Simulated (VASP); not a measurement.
# Ti2O (P-3m1) in VASP: notebook, part 2 of 2

VASP 6.6.1. The steps go on from the part before.

**4. Single point, r2SCAN (equal strain along all axes, cell held: -3.0 %, then relaxed in part)**

POSCAR reads:

```
Ti2O
1.0
    2.8628917270      0.0000000000      0.0000000000
   -1.4314458635      2.4793369639      0.0000000000
    0.0000000000      0.0000000000      4.6695843208
Ti O
2 1
Direct
    0.6666666667      0.3333333333      0.2707718902
    0.3333333333      0.6666666667      0.7292281098
    0.0000000000      0.0000000000      0.0000000000
```

INCAR.step1 reads:

```
SYSTEM = Ti2O
PREC = Accurate
ENCUT = 520
ISMEAR = 0
SIGMA = 0.1
LREAL = .FALSE.
LASPH = .TRUE.
NELM = 100
NBANDS = 22
GGA = PE
ALGO = Normal
EDIFF = 1E-4
LWAVE = .TRUE.
LCHARG = .FALSE.
```

INCAR.step2 reads:

```
SYSTEM = Ti2O
PREC = Accurate
ENCUT = 520
EDIFF = 1E-6
ISMEAR = 0
SIGMA = 0.1
LREAL = .FALSE.
LASPH = .TRUE.
NELM = 100
ALGO = Normal
ISIF = 2
LWAVE = .FALSE.
LCHARG = .TRUE.
METAGGA = R2SCAN
LMIXTAU = .TRUE.
LELF = .TRUE.
LVHAR = .TRUE.
NBANDS = 22
ISTART = 1
```

KPOINTS reads:

```
regular mesh
0
G
  24 24 12
  0 0 0
```

Run with:

```
$ cat potpaw_PBE.64/Ti_sv/POTCAR potpaw_PBE.64/O/POTCAR > POTCAR
$ cp INCAR.step1 INCAR
$ mpirun -np 1 vasp_std > vasp.out
$ cp INCAR.step2 INCAR
$ mpirun -np 1 vasp_std > vasp.out
```

Wall time 19 min (1 thread of AMD EPYC 9R45 (Zen 5), shared host); peak memory 0.47 GiB.

Results (log left out):

```
Free energy            : -37.6361 eV
Pressure               : 23.2 GPa
Largest force          : 0.079 eV/Å
Band gap on the k mesh : zero (bands 15 and 16 overlap by 1.12 eV)
```

Forces in eV/Å, atoms in the order of the input:
```
Ti   0.000  0.000  0.079
Ti   0.000  0.000 -0.079
O    0.000  0.000  0.000
```

Stress tensor (GPa, compression positive):
```
22.86  0.00  0.00
 0.00 22.86  0.00
 0.00  0.00 24.02
```

Levels at points of the mesh, in eV from the Fermi level:
```tsv
k point	band 12	band 13	band 14	band 15	band 16	band 17	band 18	band 19
(0.00, 0.00, 0.00)	-6.78	-4.04	-0.41	0.23	0.60	0.60	1.22	1.22
(0.50, 0.00, 0.00)	-7.28	-3.09	-1.63	-0.64	1.29	2.06	3.34	3.37
(0.00, 0.00, 0.50)	-6.86	-2.12	-2.06	0.18	0.18	1.37	2.23	2.23
(0.50, 0.00, 0.50)	-7.18	-1.87	-1.60	-0.62	-0.60	1.11	3.26	3.44
```

Caveat: the cell differs from its parent crystal (equal strain along all axes, cell held: -3.0 %, then relaxed in part); the cell stands under pressure; the PAW data sets were made with another functional, which shifts forces and pressure a little.

**5. Single point, r2SCAN**

This run uses another cell than the first one, of 12.29 Å³/atom.

POSCAR reads:

```
Ti2O
1.0
    2.9674715918      0.0000000000      0.0000000000
   -1.4837357959      2.5699057835      0.0000000000
    0.0000000000      0.0000000000      4.8361734229
Ti O
2 1
Direct
    0.6666666667      0.3333333333      0.2684395909
    0.3333333333      0.6666666667      0.7315604091
    0.0000000000      0.0000000000      0.0000000000
```

INCAR.step1 reads:

```
ALGO     = Normal         # electronic algorithm
EDIFF    = 1E-4           # SCF threshold, eV
ENCUT    = 520            # plane-wave cutoff, eV
GGA      = PE             # functional
ISMEAR   = 0              # smearing method
LASPH    = T              # aspherical terms in the spheres
LCHARG   = F              # write CHGCAR
LREAL    = F              # projectors in reciprocal space
LWAVE    = T              # write WAVECAR
NBANDS   = 22             # bands
NELM     = 80             # most SCF steps
PREC     = Accurate       # precision mode
SIGMA    = 0.1            # smearing width, eV
```

INCAR.step2 reads:

```
ALGO     = Normal         # electronic algorithm
EDIFF    = 1E-6           # SCF threshold, eV
ENCUT    = 520            # plane-wave cutoff, eV
ISIF     = 2              # what is computed and relaxed
ISMEAR   = 0              # smearing method
ISTART   = 1            
LASPH    = T              # aspherical terms in the spheres
LCHARG   = T              # write CHGCAR
LELF     = T              # ELF
LMIXTAU  = T            
LREAL    = F              # projectors in reciprocal space
LVHAR    = T            
LWAVE    = F              # write WAVECAR
METAGGA  = R2SCAN         # meta-GGA
NBANDS   = 22             # bands
NELM     = 80             # most SCF steps
PREC     = Accurate       # precision mode
SIGMA    = 0.1            # smearing width, eV
```

KPOINTS reads:

```
k-points
0
Gamma
  18 18 10
```

Run with:

```
$ cat potpaw_PBE.64/Ti_sv/POTCAR potpaw_PBE.64/O/POTCAR > POTCAR
$ cp INCAR.step1 INCAR
$ mpirun -np 1 vasp_std > vasp.out
$ cp INCAR.step2 INCAR
$ mpirun -np 1 vasp_std > vasp.out
```

Wall time 24 min (1 thread of Oxide Virtual Turin-like, shared host); peak memory 0.31 GiB.

It converged, with:

- Free energy: -37.8622 eV
- Pressure: -2.1 GPa
- Largest force: 0.065 eV/Å
- Band gap on the k mesh: zero (bands 15 and 16 overlap by 0.95 eV)

Forces on the atoms (eV/Å):
```
Ti   0.000  0.000  0.065
Ti   0.000  0.000 -0.065
O    0.000  0.000  0.000
```

Levels at points of the mesh, in eV from the Fermi level:
```
           k point  band 11  band 12  band 13  band 14  band 15  band 16  band 17  band 18  band 19  band 20
(0.00, 0.00, 0.00)    -6.36    -6.36    -4.15    -0.35     0.19     0.55     0.55     1.10     1.10     1.28
(0.50, 0.00, 0.00)    -7.32    -6.81    -2.67    -1.55    -0.77     1.13     1.79     2.83     2.89     3.02
(0.00, 0.00, 0.50)    -6.42    -6.42    -2.24    -1.87     0.19     0.19     1.15     1.93     1.93     2.23
(0.50, 0.00, 0.50)    -7.34    -6.75    -1.76    -1.51    -0.61    -0.51     1.02     2.79     2.95     2.96
```

Caveat: the PAW data sets were made with another functional, which shifts forces and pressure a little.

**6. Single point, r2SCAN**

This run uses another cell than the first one, of 11.66 Å³/atom.

POSCAR reads:

```
Ti2O
1.0
    2.9130994064      0.0000000000      0.0000000000
   -1.4565497032      2.5228180897      0.0000000000
    0.0000000000      0.0000000000      4.7594930755
Ti O
2 1
Direct
    0.6666666667      0.3333333333      0.2698221673
    0.3333333333      0.6666666667      0.7301778327
    0.0000000000      0.0000000000      0.0000000000
```

INCAR.step1 reads:

```
SYSTEM = Ti2O
PREC = Accurate
ENCUT = 520
ISMEAR = 0
SIGMA = 0.1
LREAL = .FALSE.
LASPH = .TRUE.
NELM = 80
NBANDS = 22
GGA = PE
ALGO = Normal
EDIFF = 1E-4
LWAVE = .TRUE.
LCHARG = .FALSE.
```

INCAR.step2 reads:

```
SYSTEM = Ti2O
PREC = Accurate
ENCUT = 520
EDIFF = 1E-6
ISMEAR = 0
SIGMA = 0.1
LREAL = .FALSE.
LASPH = .TRUE.
NELM = 80
ALGO = Normal
ISIF = 2
LWAVE = .FALSE.
LCHARG = .TRUE.
METAGGA = R2SCAN
LMIXTAU = .TRUE.
LELF = .TRUE.
LVHAR = .TRUE.
NBANDS = 22
ISTART = 1
```

KPOINTS reads:

```
regular mesh
0
G
  18 18 10
  0 0 0
```

Potentials or basis: VASP PAW PBE potentials, release 64 (Ti_sv, O).

Run with:

```
$ cat potpaw_PBE.64/Ti_sv/POTCAR potpaw_PBE.64/O/POTCAR > POTCAR
$ cp INCAR.step1 INCAR
$ mpirun -np 1 vasp_std > vasp.out
$ cp INCAR.step2 INCAR
$ mpirun -np 1 vasp_std > vasp.out
```

Wall time 27 min (1 thread of Oxide Virtual Turin-like, shared host); peak memory 0.31 GiB.

The run converged. Its results:

```yaml
Free_energy: -37.8206 eV
Pressure: 9.1 GPa
Largest_force: 0.069 eV/Å
Band_gap_on_the_k_mesh: zero (bands 15 and 16 overlap by 1.04 eV)
```

Forces in eV/Å, atoms in the order of the input:
```
Ti   0.000  0.000  0.069
Ti   0.000  0.000 -0.069
O    0.000  0.000  0.000
```

Levels at points of the mesh, in eV from the Fermi level:
| k point | band 13 | band 14 | band 15 | band 16 | band 17 | band 18 |
| --- | --- | --- | --- | --- | --- | --- |
| (0.00, 0.00, 0.00) | -4.11 | -0.39 | 0.21 | 0.58 | 0.58 | 1.16 |
| (0.50, 0.00, 0.00) | -2.87 | -1.59 | -0.71 | 1.19 | 1.93 | 3.09 |
| (0.00, 0.00, 0.50) | -2.17 | -2.00 | 0.19 | 0.19 | 1.25 | 2.07 |
| (0.50, 0.00, 0.50) | -1.82 | -1.55 | -0.61 | -0.58 | 1.07 | 3.03 |

Caveat: the cell stands under pressure; the PAW data sets were made with another functional, which shifts forces and pressure a little.

**7. Single point, r2SCAN**

This run uses another cell than the first one, of 11.93 Å³/atom.

POSCAR reads:

```
Ti2O
1.0
    2.9363195459      0.0000000000      0.0000000000
   -1.4681597729      2.5429273204      0.0000000000
    0.0000000000      0.0000000000      4.7922011193
Ti O
2 1
Direct
    0.6666666667      0.3333333333      0.2692712180
    0.3333333333      0.6666666667      0.7307287820
    0.0000000000      0.0000000000      0.0000000000
```

INCAR.step1 reads:

```
ALGO = Normal
EDIFF = 1E-4
ENCUT = 520
GGA = PE
ISMEAR = 0
LASPH = T
LCHARG = F
LREAL = F
LWAVE = T
NBANDS = 22
NELM = 100
PREC = Accurate
SIGMA = 0.1
```

INCAR.step2 reads:

```
ALGO = Normal
EDIFF = 1E-6
ENCUT = 520
ISIF = 2
ISMEAR = 0
ISTART = 1
LASPH = T
LCHARG = T
LELF = T
LMIXTAU = T
LREAL = F
LVHAR = T
LWAVE = F
METAGGA = R2SCAN
NBANDS = 22
NELM = 100
PREC = Accurate
SIGMA = 0.1
```

KPOINTS reads:

```
k-points
0
Gamma
  18 18 10
```

Run with:

```
$ cat potpaw_PBE.64/Ti_sv/POTCAR potpaw_PBE.64/O/POTCAR > POTCAR
$ cp INCAR.step1 INCAR
$ mpirun -np 1 vasp_std > vasp.out
$ cp INCAR.step2 INCAR
$ mpirun -np 1 vasp_std > vasp.out
```

Run time: 25 min. Hardware: 1 thread of Oxide Virtual Turin-like, shared host; peak memory 0.31 GiB.

Results (log left out):

```
Free energy            : -37.8545 eV
Pressure               : 4.0 GPa
Largest force          : 0.064 eV/Å
Band gap on the k mesh : zero (bands 15 and 16 overlap by 1.00 eV)
```

Forces on the atoms (eV/Å):
```
Ti   0.000  0.000  0.064
Ti   0.000  0.000 -0.064
O    0.000  0.000  0.000
```

Levels at points of the mesh, in eV from the Fermi level:
```
           k point  band 13  band 14  band 15  band 16  band 17  band 18
(0.00, 0.00, 0.00)    -4.13    -0.37     0.20     0.57     0.57     1.13
(0.50, 0.00, 0.00)    -2.78    -1.57    -0.74     1.17     1.86     2.98
(0.00, 0.00, 0.50)    -2.20    -1.95     0.19     0.19     1.21     2.01
(0.50, 0.00, 0.50)    -1.79    -1.53    -0.61    -0.55     1.05     2.93
```

Caveat: the cell stands under pressure; the PAW data sets were made with another functional, which shifts forces and pressure a little.

**8. The runs side by side**

```tsv
cell	k mesh	gap on the mesh (eV)	pressure (GPa)	largest force (eV/Å)
a = 2.982, b = 2.982, c = 4.857 Å, angles 90.0, 90.0, 120.0°, 3 atoms, atomic positions A	18 × 18 × 10	none	-4.5	0.06
a = 2.863, b = 2.863, c = 4.670 Å, angles 90.0, 90.0, 120.0°, 3 atoms, atomic positions B	24 × 24 × 12	none	23.2	0.08
a = 2.967, b = 2.967, c = 4.836 Å, angles 90.0, 90.0, 120.0°, 3 atoms, atomic positions C	18 × 18 × 10	none	-2.1	0.07
a = 2.913, b = 2.913, c = 4.759 Å, angles 90.0, 90.0, 120.0°, 3 atoms, atomic positions D	18 × 18 × 10	none	9.1	0.07
a = 2.936, b = 2.936, c = 4.792 Å, angles 90.0, 90.0, 120.0°, 3 atoms, atomic positions E	18 × 18 × 10	none	4.0	0.06
```

Alike in all rows: task single point; level r2SCAN; potentials or basis VASP PAW PBE potentials, release 64 (Ti_sv, O); no spin polarisation; cutoff (eV) 520; smearing gaussian 0.1 eV.

Caveats: the PAW data sets were made with another functional, which shifts forces and pressure a little; the cell stands under pressure (at least some runs); the cell stands under tension (at least some runs).

Absolute energies hang on the potentials; compare differences alone.
